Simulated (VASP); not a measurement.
# Mg2ZnS3 (I-4m2) in VASP: a series of runs

Runs on Mg2ZnS3. Level: PBE. Tasks: single point, relaxation of cell and atoms.

Program: VASP 6.6.1. These are calculated values, not measurements. Logs are shortened: lines on timing, memory, paths and dates and some standing lists are left out, and cuts for length are marked.

### Step 1. The cell of the first run

The structure is tetragonal, space group I-4m2 (No. 119). Conventional cell: a = 3.964 Å, b = 3.964 Å, c = 16.876 Å, α = 90.00°, β = 90.00°, γ = 90.00°. Mg (site symmetry 2mm) has 4 S at 2.45 to 2.46 Å within 3.2 Å. Within 3.1 Å of Zn (site symmetry -4m2) lie 4 S at 2.38 Å. S (site symmetry -4m2) has 4 Mg at 2.46 Å within 3.2 Å. Within 3.1 Å of S (site symmetry 2mm) lie 2 Zn at 2.38 Å and 2 Mg at 2.45 Å.

### Step 2. Single point, PBE

INCAR

```
SYSTEM = Mg2ZnS3
PREC = Accurate
ENCUT = 520
EDIFF = 1E-6
ISMEAR = 0
SIGMA = 0.1
LREAL = .False.
LASPH = .True.
NELM = 80
ALGO = Normal
ISIF = 2
LWAVE = .False.
LCHARG = .False.
GGA = PE
NBANDS = 26
```

KPOINTS

```
Automatic mesh
0
Gamma
  6 6 6
  0 0 0
```

POSCAR

```
Mg2ZnS3
1.0
   -1.9818714025      1.9818714025      8.4380818250
    1.9818714025     -1.9818714025      8.4380818250
    1.9818714025      1.9818714025     -8.4380818250
Mg Zn S
2 1 3
Direct
    0.4138870692      0.9138870692      0.5000000000
    0.0861129308      0.5861129308      0.5000000000
    0.7500000000      0.2500000000      0.5000000000
    0.0000000000      0.0000000000      0.0000000000
    0.6719363893      0.6719363893      0.0000000000
    0.3280636107      0.3280636107      0.0000000000
```

Potentials or basis: VASP PAW PBE potentials, release 64 (Mg, Zn, S).

Run with:

```
cat potpaw_PBE.64/Mg/POTCAR potpaw_PBE.64/Zn/POTCAR potpaw_PBE.64/S/POTCAR > POTCAR
mpirun -np 1 vasp_std > vasp.out
```

OUTCAR:

```text
SYSTEM = Mg2ZnS3
   PREC = Accurate
   ENCUT = 520
   EDIFF = 1E-6
   ISMEAR = 0
   LREAL = .False.
   LASPH = .True.
   NELM = 80
   ISIF = 2
   GGA = PE

 ion  position               nearest neighbor table
   1  0.414  0.914  0.500-   6 2.45   6 2.45   4 2.46   4 2.46
   2  0.086  0.586  0.500-   5 2.45   5 2.45   4 2.46   4 2.46
   3  0.750  0.250  0.500-   6 2.38   5 2.38   6 2.38   5 2.38
   4  0.000  0.000  0.000-   2 2.46   1 2.46   2 2.46   1 2.46
   5  0.672  0.672  0.000-   3 2.38   3 2.38   2 2.45   2 2.45
   6  0.328  0.328  0.000-   3 2.38   3 2.38   1 2.45   1 2.45

  LATTYP: Found a body centered tetragonal cell.
 ALAT       =     3.9637428050
 C/A-ratio  =     4.2576333734

  Lattice vectors:

 A1 = (  -1.9818714025,   1.9818714025,   8.4380818250)
 A2 = (   1.9818714025,  -1.9818714025,   8.4380818250)
 A3 = (   1.9818714025,   1.9818714025,  -8.4380818250)

Analysis of symmetry for initial positions (statically):
=====================================================================
 Subroutine PRICEL returns:
 Original cell was already a primitive cell.

 Routine SETGRP: Setting up the symmetry group for a
 body centered tetragonal supercell.

 Subroutine GETGRP returns: Found  8 space group operations
 (whereof  8 operations were pure point group operations)
 out of a pool of 16 trial point group operations.

The static configuration has the point symmetry D_2d.

Analysis of symmetry for dynamics (positions and initial velocities):
=====================================================================
 Subroutine PRICEL returns:
 Original cell was already a primitive cell.

 Routine SETGRP: Setting up the symmetry group for a
 body centered tetragonal supercell.

 Subroutine GETGRP returns: Found  8 space group operations
 (whereof  8 operations were pure point group operations)
 out of a pool of 16 trial point group operations.

The dynamic configuration has the point symmetry D_2d.

 Subroutine INISYM returns: Found  8 space group operations
 (whereof  8 operations are pure point group operations),
 and found     1 'primitive' translations

----------------------------------------------------------------------------------------

                                     Primitive cell

  volume of cell :     132.5729

  direct lattice vectors                    reciprocal lattice vectors
    -1.981871402  1.981871402  8.438081825     0.000000000  0.252286803  0.059255173
     1.981871402 -1.981871402  8.438081825     0.252286803  0.000000000  0.059255173
     1.981871402  1.981871402 -8.438081825     0.252286803  0.252286803  0.000000000

  length of vectors
     8.891392096  8.891392096  8.891392096     0.259152091  0.259152091  0.356787418

  position of ions in fractional coordinates (direct lattice)
     0.413887069  0.913887069  0.500000000
     0.086112931  0.586112931  0.500000000
     0.750000000  0.250000000  0.500000000
     0.000000000  0.000000000  0.000000000
     0.671936389  0.671936389  0.000000000
     0.328063611  0.328063611  0.000000000

  ion indices of the primitive-cell ions
   primitive index   ion index
                 1           1
                 2           2
                 3           3
                 4           4
                 5           5
                 6           6

----------------------------------------------------------------------------------------

 KPOINTS: Automatic mesh

Automatic generation of k-mesh.
 Grid dimensions read from file:
 generate k-points for:    6    6    6

 Generating k-lattice:

  Cartesian coordinates                     Fractional coordinates (reciprocal lattice)
     0.000000000  0.042047800  0.009875862     0.166666667 -0.000000000  0.000000000
     0.042047800  0.000000000  0.009875862    -0.000000000  0.166666667  0.000000000
     0.042047800  0.042047800  0.000000000     0.000000000  0.000000000  0.166666667

  Length of vectors
     0.043192015  0.043192015  0.059464570

  Shift w.r.t. Gamma in fractional coordinates (k-lattice)
     0.000000000  0.000000000  0.000000000

 Subroutine IBZKPT returns following result:
 ===========================================

 Found     30 irreducible k-points:

 Following reciprocal coordinates:
            Coordinates               Weight
  0.000000  0.000000  0.000000      1.000000
  0.166667 -0.000000  0.000000      8.000000
  0.333333  0.000000  0.000000      8.000000
  0.500000 -0.000000  0.000000      4.000000
  0.166667  0.166667  0.000000      8.000000
  0.333333  0.166667  0.000000     16.000000
[... 16 lines left out ...]
 -0.333333 -0.333333  0.166667      8.000000
 -0.166667 -0.333333  0.166667      8.000000
 [... further k-points ...]
   k-points           NKPTS =     30   k-points in BZ     NKDIM =     30   number of bands    NBANDS=     26
   number of dos      NEDOS =    301   number of ions     NIONS =      6
   total plane-waves  NPLWV = 343000
   dimension x,y,z NGX =    70 NGY =   70 NGZ =   70
   dimension x,y,z NGXF=   140 NGYF=  140 NGZF=  140
   ions per type =               2   1   3
   NGX,Y,Z   is equivalent  to a cutoff of  13.09, 13.09, 13.09 a.u.
   NGXF,Y,Z  is equivalent  to a cutoff of  26.18, 26.18, 26.18 a.u.
 SYSTEM =  Mg2ZnS3
   PREC   = accura    normal or accurate (medium, high low for compatibility)
   ISTART =      0    job   : 0-new  1-cont  2-samecut
   ICHARG =      2    charge: 1-file 2-atom 10-const
   ISPIN  =      1    spin polarized calculation?
   LNONCOLLINEAR =      F non collinear calculations
   LSORBIT =      F    spin-orbit coupling
   LASPH  =      T    aspherical Exc in radial PAW
   ENCUT  =  520.0 eV  38.22 Ry    6.18 a.u.  16.53 16.53 16.53*2*pi/ulx,y,z
   NELM   =     80;   NELMIN=  2; NELMDL= -5     # of ELM steps
   EDIFF  = 0.1E-05   stopping-criterion for ELM
   LREAL  =      F    real-space projection
   EDIFFG = 0.1E-04   stopping-criterion for IOM
   NSW    =      0    number of steps for IOM
   IBRION =     -1    ionic relax: 0-MD 1-quasi-New 2-CG
   NFREE  =      0    steps in history (QN), initial steepest desc. (CG)
   ISIF   =      2    stress and relaxation
   ISYM   =      2    0-nonsym 1-usesym 2-fastsym
   POTIM  = 0.5000    time-step for ionic-motion
   TEBEG  =    0.0;   TEEND  =   0.0 temperature during run
   PSTRESS=    0.0 pullay stress
   NELECT =      34.0000    total number of electrons
   NUPDOWN=      -1.0000    fix difference up-down
   EMIN   =  10.00;   EMAX   =-10.00  energy-range for DOS
   EFERMI =   0.00;   METHOD = LEGACY
   ISMEAR =     0;   SIGMA  =   0.10  broadening in eV -4-tet -1-fermi 0-gaus
   EFERMI_NEDOS =   21; number of points for ismear=-14 and -15
   IALGO  =     38    algorithm
   IMIX   =      4    mixing-type and parameters
     AMIX     =   0.40;   BMIX     =  1.00
     AMIX_MAG =   1.60;   BMIX_MAG =  1.00
  volume/ion in A,a.u.               =      22.10       149.11
  Fermi-wavevector in a.u.,A,eV,Ry     =   1.040119  1.965539 14.719422  1.081847
  Thomas-Fermi vector in A             =   2.174680
   LORBIT       =      0    0 simple, 1 ext, 2 COOP (PROOUT), +10 PAW based schemes
   GGA     = PE    functional components
   LHFCALC =     F    Hartree Fock is set to
   AEXX    =    0.0000 exact exchange contribution
   IVDW    =     0    specifies the selected vdW correction
   LEPSILON=     F    determine dielectric tensor
   LRPA    =     F    only Hartree local field effects (RPA)
 non-spin polarized calculation
 Gauss-broadening in eV      SIGMA  =   0.10
  energy-cutoff  :      520.00
  volume of cell :      132.57
 maximum number of plane-waves:      3647
 NGX is ok and might be reduce to    70
   NGX = 33   NGY = 33   NGZ = 33

 number of electron      33.9999993 magnetization

 Free energy of the ion-electron system (eV)
  ---------------------------------------------------
  ext. energy  EPLUGINS =         0.00000000
  ---------------------------------------------------
  free energy    TOTEN  =       -23.74563741 eV

  energy without entropy =      -23.74563741  energy(sigma->0) =      -23.74563741

 E-fermi :   1.7218     XC(G=0):  -8.6944

 val. band max:        1.3005838557   @ k =   0.0000   0.0000   0.0000
 cond. band min:       4.0778410767   @ k =   0.0000   0.0000   0.0000
 fundamental gap:      2.7772572211
 Fermi energy:         1.7217850241

 k-point     1 :       0.0000    0.0000    0.0000
  band No.  band energies     occupation
      1     -10.5664      2.00000
      2      -9.8359      2.00000
      3      -9.7697      2.00000
      4      -4.2376      2.00000
      5      -4.2376      2.00000
      6      -4.1450      2.00000
[... 18 lines left out ...]
     25       8.7169      0.00000
     26      10.2165      0.00000

 k-point     2 :       0.1667   -0.0000    0.0000
  band No.  band energies     occupation
      1     -10.4516      2.00000
      2      -9.8439      2.00000
      3      -9.6911      2.00000
      4      -4.2368      2.00000
      5      -4.2327      2.00000
      6      -4.0874      2.00000
[... 18 lines left out ...]
     25       8.9790      0.00000
     26       9.1292      0.00000

 k-point     3 :       0.3333    0.0000    0.0000
  band No.  band energies     occupation
      1     -10.1671      2.00000
      2      -9.8167      2.00000
      3      -9.6161      2.00000
      4      -4.2227      2.00000
      5      -4.1971      2.00000
      6      -4.0182      2.00000
[... 572 lines left out ...]
 k-point    23 :      -0.3333   -0.3333    0.1667
  band No.  band energies     occupation
      1     -10.2988      2.00000
      2      -9.9507      2.00000
      3      -9.5527      2.00000
      4      -4.2309      2.00000
      5      -4.2256      2.00000
      6      -4.0438      2.00000
[... 18 lines left out ...]
     25       9.1384      0.00000
     26       9.2837      0.00000

 k-point    24 :      -0.1667   -0.3333    0.1667
  band No.  band energies     occupation
      1     -10.4200      2.00000
      2      -9.9648      2.00000
      3      -9.6005      2.00000
      4      -4.2381      2.00000
      5      -4.2326      2.00000
      6      -4.0827      2.00000
[... 18 lines left out ...]
     25       8.9280      0.00000
     26       9.0276      0.00000

 [... further k-points ...]

------------------------ aborting loop because EDIFF is reached ----------------------------------------

  FORCE on cell =-STRESS in cart. coord.  units (eV):
  Direction    XX          YY          ZZ          XY          YZ          ZX
  --------------------------------------------------------------------------------------
  -------------------------------------------------------------------------------------
  Total       -0.0293925     -0.0293925     -0.0272146      0.0000000      0.0000000      0.0000000
  in kB       -0.3552160     -0.3552160     -0.3288955      0.0000000      0.0000000      0.0000000
  external PRESSURE =      -0.3464425 kB  Pullay stress =       0.0000000 kB

 VOLUME and BASIS-vectors are now :
 -----------------------------------------------------------------------------
  energy-cutoff  :      520.00
  volume of cell :      132.57
      direct lattice vectors                 reciprocal lattice vectors
    -1.981871402  1.981871402  8.438081825     0.000000000  0.252286803  0.059255173
     1.981871402 -1.981871402  8.438081825     0.252286803  0.000000000  0.059255173
     1.981871402  1.981871402 -8.438081825     0.252286803  0.252286803  0.000000000

 POSITION                                       TOTAL-FORCE (eV/Angst)
 -----------------------------------------------------------------------------------
      1.98187      0.00000      6.98483        -0.000000      0.000000      0.000938
      1.98187      0.00000      1.45326        -0.000000      0.000000     -0.000938
     -0.00000      1.98187      4.21904        -0.000000      0.000000      0.000000
      0.00000      0.00000      0.00000        -0.000000      0.000000     -0.000000
      0.00000      0.00000     11.33971         0.000000     -0.000000     -0.023992
      0.00000      0.00000      5.53646         0.000000     -0.000000      0.023992
 -----------------------------------------------------------------------------------
    total drift:                               -0.000000      0.000000      0.000000

  FREE ENERGIE OF THE ION-ELECTRON SYSTEM (eV)
  ---------------------------------------------------
  free  energy   TOTEN  =       -23.7456374115 eV

  energy  without entropy=      -23.7456374115  energy(sigma->0) =      -23.74563741
```

Wall time 3.9 min (1 thread of Intel Xeon 6975P-C (Granite Rapids), shared host); peak memory 0.71 GiB.

Results:

```yaml
Free_energy: -23.7456 eV
Pressure: 0.0 GPa
Largest_force: 0.024 eV/Å
Band_gap_on_the_k_mesh: 2.78 eV
```

Forces on the atoms (eV/Å):
```
Mg   0.000  0.000  0.001
Mg   0.000  0.000 -0.001
Zn   0.000  0.000  0.000
S    0.000  0.000  0.000
S    0.000  0.000 -0.024
S    0.000  0.000  0.024
```

(Continued in part 2 of 2.)
